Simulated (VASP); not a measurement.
# SiO2 (P4_2/mnm) in VASP: notebook

The runs below take SiO2 through single point, with PBE.

Program: VASP 6.6.1. These are calculated values, not measurements. Logs are shortened: lines on timing, memory, paths and dates and some standing lists are left out, and cuts for length are marked.

**1. The cell of the first run**

Symmetry: P4_2/mnm, No. 136, tetragonal system. Conventional cell: a = 4.289 Å, b = 4.289 Å, c = 2.414 Å, α = 90.00°, β = 90.00°, γ = 90.00°. Within 2.2 Å of Si (site symmetry mmm) lie 6 O at 1.68 to 1.86 Å. O (site symmetry m2m) has 3 Si at 1.68 to 1.86 Å within 2.2 Å.

**2. Single point, PBE (volume 7.400 Å^3 an atom, c/a of the conventional cell 0.5629)**

File INCAR:

```
PREC     = Accurate       # precision mode
ENCUT    = 520            # plane-wave cutoff, eV
EDIFF    = 1E-6           # SCF threshold, eV
ISMEAR   = 0              # smearing method
SIGMA    = 0.05           # smearing width, eV
LREAL    = False          # projectors in reciprocal space
LASPH    = True           # aspherical terms in the spheres
NELM     = 80             # most SCF steps
ALGO     = Normal         # electronic algorithm
ISIF     = 2              # what is computed and relaxed
LWAVE    = False          # write WAVECAR
LCHARG   = False          # write CHGCAR
GGA      = PE             # functional
NBANDS   = 25             # bands
```

File KPOINTS:

```
regular mesh
0
Gamma
  6 6 10
```

File POSCAR:

```
SiO2
1.0
    4.2886167797      0.0000000000      0.0000000000
    0.0000000000      4.2886167797      0.0000000000
    0.0000000000      0.0000000000      2.4140623853
Si O
2 4
Direct
    0.5000000000      0.5000000000      0.5000000000
    0.0000000000      0.0000000000      0.0000000000
    0.6930127928      0.6930127928      0.0000000000
    0.1930127928      0.8069872072      0.5000000000
    0.3069872072      0.3069872072      0.0000000000
    0.8069872072      0.1930127928      0.5000000000
```

Potentials or basis: VASP PAW PBE potentials, release 64 (Si, O).

Started as:

```sh
$ cat potpaw_PBE.64/Si/POTCAR potpaw_PBE.64/O/POTCAR > POTCAR
$ mpirun -np 1 vasp_std > vasp.out
```

OUTCAR:

```text
PREC = Accurate
   ENCUT = 520
   EDIFF = 1E-6
   ISMEAR = 0
   LREAL = False
   LASPH = True
   NELM = 80
   ISIF = 2
   GGA = PE

 ion  position               nearest neighbor table
   1  0.500  0.500  0.500-   3 1.68   5 1.68   3 1.68   5 1.68   4 1.86   6 1.86
   2  0.000  0.000  0.000-   4 1.68   6 1.68   4 1.68   6 1.68   5 1.86   3 1.86
   3  0.693  0.693  0.000-   1 1.68   1 1.68   2 1.86
   4  0.193  0.807  0.500-   2 1.68   2 1.68   1 1.86
   5  0.307  0.307  0.000-   1 1.68   1 1.68   2 1.86
   6  0.807  0.193  0.500-   2 1.68   2 1.68   1 1.86

  LATTYP: Found a simple tetragonal cell.
 ALAT       =     4.2886167797
 C/A-ratio  =     0.5629000000

  Lattice vectors:

 A1 = (   4.2886167797,   0.0000000000,   0.0000000000)
 A2 = (   0.0000000000,   4.2886167797,   0.0000000000)
 A3 = (   0.0000000000,   0.0000000000,   2.4140623853)

Analysis of symmetry for initial positions (statically):
=====================================================================
 Subroutine PRICEL returns:
 Original cell was already a primitive cell.

 Routine SETGRP: Setting up the symmetry group for a
 simple tetragonal supercell.

 Subroutine GETGRP returns: Found 16 space group operations
 (whereof  8 operations were pure point group operations)
 out of a pool of 16 trial point group operations.

The static configuration has the point symmetry D_2h.
 The point group associated with its full space group is D_4h.

Analysis of symmetry for dynamics (positions and initial velocities):
=====================================================================
 Subroutine PRICEL returns:
 Original cell was already a primitive cell.

 Routine SETGRP: Setting up the symmetry group for a
 simple tetragonal supercell.

 Subroutine GETGRP returns: Found 16 space group operations
 (whereof  8 operations were pure point group operations)
 out of a pool of 16 trial point group operations.

The dynamic configuration has the point symmetry D_2h.
 The point group associated with its full space group is D_4h.

 Subroutine INISYM returns: Found 16 space group operations
 (whereof  8 operations are pure point group operations),
 and found     1 'primitive' translations

----------------------------------------------------------------------------------------

                                     Primitive cell

  volume of cell :      44.4000

  direct lattice vectors                    reciprocal lattice vectors
     4.288616780  0.000000000  0.000000000     0.233175416  0.000000000  0.000000000
     0.000000000  4.288616780  0.000000000     0.000000000  0.233175416  0.000000000
     0.000000000  0.000000000  2.414062385     0.000000000  0.000000000  0.414239502

  length of vectors
     4.288616780  4.288616780  2.414062385     0.233175416  0.233175416  0.414239502

  position of ions in fractional coordinates (direct lattice)
     0.500000000  0.500000000  0.500000000
     0.000000000  0.000000000  0.000000000
     0.693012793  0.693012793  0.000000000
     0.193012793  0.806987207  0.500000000
     0.306987207  0.306987207  0.000000000
     0.806987207  0.193012793  0.500000000

  ion indices of the primitive-cell ions
   primitive index   ion index
                 1           1
                 2           2
                 3           3
                 4           4
                 5           5
                 6           6

----------------------------------------------------------------------------------------

 KPOINTS: regular mesh

Automatic generation of k-mesh.
 Grid dimensions read from file:
 generate k-points for:    6    6   10

 Generating k-lattice:

  Cartesian coordinates                     Fractional coordinates (reciprocal lattice)
     0.038862569  0.000000000  0.000000000     0.166666667  0.000000000  0.000000000
     0.000000000  0.038862569  0.000000000     0.000000000  0.166666667  0.000000000
     0.000000000  0.000000000  0.041423950     0.000000000  0.000000000  0.100000000

  Length of vectors
     0.038862569  0.038862569  0.041423950

  Shift w.r.t. Gamma in fractional coordinates (k-lattice)
     0.000000000  0.000000000  0.000000000

 Subroutine IBZKPT returns following result:
 ===========================================

 Found     60 irreducible k-points:

 Following reciprocal coordinates:
            Coordinates               Weight
  0.000000  0.000000  0.000000      1.000000
  0.166667  0.000000  0.000000      4.000000
  0.333333  0.000000  0.000000      4.000000
  0.500000  0.000000  0.000000      2.000000
  0.166667  0.166667  0.000000      4.000000
  0.333333  0.166667  0.000000      8.000000
[... 16 lines left out ...]
  0.333333  0.000000  0.200000      8.000000
  0.500000  0.000000  0.200000      4.000000
 [... further k-points ...]
   k-points           NKPTS =     60   k-points in BZ     NKDIM =     60   number of bands    NBANDS=     25
   number of dos      NEDOS =    301   number of ions     NIONS =      6
   total plane-waves  NPLWV =  18432
   dimension x,y,z NGX =    32 NGY =   32 NGZ =   18
   dimension x,y,z NGXF=    64 NGYF=   64 NGZF=   36
   ions per type =               2   4
   NGX,Y,Z   is equivalent  to a cutoff of  12.40, 12.40, 12.40 a.u.
   NGXF,Y,Z  is equivalent  to a cutoff of  24.81, 24.81, 24.79 a.u.
 SYSTEM =  unknown system
   PREC   = accura    normal or accurate (medium, high low for compatibility)
   ISTART =      0    job   : 0-new  1-cont  2-samecut
   ICHARG =      2    charge: 1-file 2-atom 10-const
   ISPIN  =      1    spin polarized calculation?
   LNONCOLLINEAR =      F non collinear calculations
   LSORBIT =      F    spin-orbit coupling
   LASPH  =      T    aspherical Exc in radial PAW
   ENCUT  =  520.0 eV  38.22 Ry    6.18 a.u.   7.97  7.97  4.49*2*pi/ulx,y,z
   NELM   =     80;   NELMIN=  2; NELMDL= -5     # of ELM steps
   EDIFF  = 0.1E-05   stopping-criterion for ELM
   LREAL  =      F    real-space projection
   EDIFFG = 0.1E-04   stopping-criterion for IOM
   NSW    =      0    number of steps for IOM
   IBRION =     -1    ionic relax: 0-MD 1-quasi-New 2-CG
   NFREE  =      0    steps in history (QN), initial steepest desc. (CG)
   ISIF   =      2    stress and relaxation
   ISYM   =      2    0-nonsym 1-usesym 2-fastsym
   POTIM  = 0.5000    time-step for ionic-motion
   TEBEG  =    0.0;   TEEND  =   0.0 temperature during run
   PSTRESS=    0.0 pullay stress
   NELECT =      32.0000    total number of electrons
   NUPDOWN=      -1.0000    fix difference up-down
   EMIN   =  10.00;   EMAX   =-10.00  energy-range for DOS
   EFERMI =   0.00;   METHOD = LEGACY
   ISMEAR =     0;   SIGMA  =   0.05  broadening in eV -4-tet -1-fermi 0-gaus
   EFERMI_NEDOS =   21; number of points for ismear=-14 and -15
   IALGO  =     38    algorithm
   IMIX   =      4    mixing-type and parameters
     AMIX     =   0.40;   BMIX     =  1.00
     AMIX_MAG =   1.60;   BMIX_MAG =  1.00
  volume/ion in A,a.u.               =       7.40        49.94
  Fermi-wavevector in a.u.,A,eV,Ry     =   1.467790  2.773720 29.312481  2.154407
  Thomas-Fermi vector in A             =   2.583365
   LORBIT       =      0    0 simple, 1 ext, 2 COOP (PROOUT), +10 PAW based schemes
   GGA     = PE    functional components
   LHFCALC =     F    Hartree Fock is set to
   AEXX    =    0.0000 exact exchange contribution
   IVDW    =     0    specifies the selected vdW correction
   LEPSILON=     F    determine dielectric tensor
   LRPA    =     F    only Hartree local field effects (RPA)
 non-spin polarized calculation
 Gauss-broadening in eV      SIGMA  =   0.05
  energy-cutoff  :      520.00
  volume of cell :       44.40
 maximum number of plane-waves:      1224
 NGX is ok and might be reduce to    32
   NGX = 15   NGY = 15   NGZ =  9

 number of electron      32.0000000 magnetization

 Free energy of the ion-electron system (eV)
  ---------------------------------------------------
  ext. energy  EPLUGINS =         0.00000000
  ---------------------------------------------------
  free energy    TOTEN  =       -44.98800932 eV

  energy without entropy =      -44.98800932  energy(sigma->0) =      -44.98800932

 E-fermi :   8.7971     XC(G=0): -12.4616

 val. band max:        8.5203888042   @ k =   0.0000   0.0000   0.0000
 cond. band min:      15.1969438623   @ k =   0.0000   0.0000   0.0000
 fundamental gap:      6.6765550581
 Fermi energy:         8.7971422693

 k-point     1 :       0.0000    0.0000    0.0000
  band No.  band energies     occupation
      1     -14.4933      2.00000
      2     -10.9777      2.00000
      3     -10.8987      2.00000
      4     -10.8987      2.00000
      5      -2.4229      2.00000
      6       1.4226      2.00000
[... 17 lines left out ...]
     24      23.4996      0.00000
     25      24.1321      0.00000

 k-point     2 :       0.1667    0.0000    0.0000
  band No.  band energies     occupation
      1     -14.3575      2.00000
      2     -11.6924      2.00000
      3     -10.8297      2.00000
      4     -10.4505      2.00000
      5      -2.3118      2.00000
      6       0.7341      2.00000
[... 17 lines left out ...]
     24      23.6960      0.00000
     25      24.0839      0.00000

 k-point     3 :       0.3333    0.0000    0.0000
  band No.  band energies     occupation
      1     -13.9600      2.00000
      2     -12.5421      2.00000
      3     -10.6464      2.00000
      4     -10.3079      2.00000
      5      -1.9407      2.00000
      6      -0.3356      2.00000
[... 17 lines left out ...]
     24      23.6699      0.00000
     25      24.4885      0.00000

 k-point     4 :       0.5000    0.0000    0.0000
  band No.  band energies     occupation
      1     -13.3336      2.00000
      2     -13.3336      2.00000
      3     -10.4269      2.00000
      4     -10.4269      2.00000
      5      -1.2701      2.00000
      6      -1.2701      2.00000
[... 17 lines left out ...]
     24      23.2483      0.00000
     25      24.4374      0.00000
[... 477 lines left out ...]
 k-point    22 :       0.1667    0.0000    0.2000
  band No.  band energies     occupation
      1     -13.6998      2.00000
      2     -11.2499      2.00000
      3     -10.4286      2.00000
      4     -10.1568      2.00000
      5      -1.8367      2.00000
      6       1.1873      2.00000
[... 17 lines left out ...]
     24      23.5415      0.00000
     25      23.5750      0.00000

 k-point    23 :       0.3333    0.0000    0.2000
  band No.  band energies     occupation
      1     -13.3253      2.00000
      2     -12.0116      2.00000
      3     -10.2809      2.00000
      4     -10.0282      2.00000
      5      -1.3711      2.00000
      6       0.1809      2.00000
[... 17 lines left out ...]
     24      23.3426      0.00000
     25      23.5634      0.00000

 k-point    24 :       0.5000    0.0000    0.2000
  band No.  band energies     occupation
      1     -12.7400      2.00000
      2     -12.7400      2.00000
      3     -10.1106      2.00000
      4     -10.1106      2.00000
      5      -0.6896      2.00000
      6      -0.6896      2.00000
[... 17 lines left out ...]
     24      23.1401      0.00000
     25      23.8250      0.00000

 [... further k-points ...]
[... 5 lines left out ...]
  --------------------------------------------------------------------------------------
  -------------------------------------------------------------------------------------
  Total        3.6832833      3.6832833     26.7820278     -0.0000000      0.0000000      0.0000000
  in kB      132.9115549    132.9115549    966.4314801     -0.0000000      0.0000000      0.0000000
  external PRESSURE =     410.7515299 kB  Pullay stress =       0.0000000 kB

 VOLUME and BASIS-vectors are now :
 -----------------------------------------------------------------------------
  energy-cutoff  :      520.00
  volume of cell :       44.40
      direct lattice vectors                 reciprocal lattice vectors
     4.288616780  0.000000000  0.000000000     0.233175416  0.000000000  0.000000000
     0.000000000  4.288616780  0.000000000     0.000000000  0.233175416  0.000000000
     0.000000000  0.000000000  2.414062385     0.000000000  0.000000000  0.414239502

 POSITION                                       TOTAL-FORCE (eV/Angst)
 -----------------------------------------------------------------------------------
      2.14431      2.14431      1.20703         0.000000      0.000000     -0.000000
      0.00000      0.00000      0.00000         0.000000      0.000000     -0.000000
      2.97207      2.97207      0.00000         0.122087      0.122087      0.000000
      0.82776      3.46086      1.20703         0.122087     -0.122087     -0.000000
      1.31655      1.31655      0.00000        -0.122087     -0.122087     -0.000000
      3.46086      0.82776      1.20703        -0.122087      0.122087      0.000000
 -----------------------------------------------------------------------------------
    total drift:                                0.000000      0.000000     -0.000000

  FREE ENERGIE OF THE ION-ELECTRON SYSTEM (eV)
  ---------------------------------------------------
  free  energy   TOTEN  =       -44.9880093192 eV

  energy  without entropy=      -44.9880093192  energy(sigma->0) =      -44.98800932
```

Run time: 28 s. Hardware: 1 thread of Intel Xeon Platinum 8488C (Sapphire Rapids), shared host; peak memory 0.17 GiB.

Results:

- Free energy: -44.9880 eV
- Pressure: 41.1 GPa
- Largest force: 0.173 eV/Å
- Band gap on the k mesh: 6.68 eV, direct

Forces on the atoms (eV/Å):
```
Si   0.000  0.000  0.000
Si   0.000  0.000  0.000
O    0.122  0.122  0.000
O    0.122 -0.122  0.000
O   -0.122 -0.122  0.000
O   -0.122  0.122  0.000
```

Stress tensor (GPa, compression positive):
```
13.29  0.00  0.00
 0.00 13.29  0.00
 0.00  0.00 96.64
```

Levels at points of the mesh, in eV from the valence-band top:
| k point | band 13 | band 14 | band 15 | band 16 | band 17 | band 18 | band 19 | band 20 |
| --- | --- | --- | --- | --- | --- | --- | --- | --- |
| (0.00, 0.00, 0.00) | -1.61 | -0.95 | -0.95 | 0.00 | 6.68 | 9.28 | 10.61 | 10.61 |
| (0.50, 0.00, 0.00) | -1.85 | -1.85 | -1.22 | -1.22 | 9.06 | 9.06 | 10.85 | 10.85 |
| (0.50, 0.50, 0.00) | -2.36 | -2.36 | -2.28 | -2.28 | 9.13 | 9.13 | 11.44 | 11.44 |
| (0.00, 0.00, 0.50) | -2.67 | -2.67 | -2.65 | -2.65 | 9.67 | 9.67 | 12.34 | 12.34 |
| (0.50, 0.00, 0.50) | -2.42 | -2.42 | -1.66 | -1.66 | 9.21 | 9.21 | 9.50 | 9.50 |
| (0.50, 0.50, 0.50) | -1.96 | -1.96 | -1.46 | -1.46 | 7.55 | 7.55 | 11.12 | 11.12 |

(Continued in part 2 of 3.)
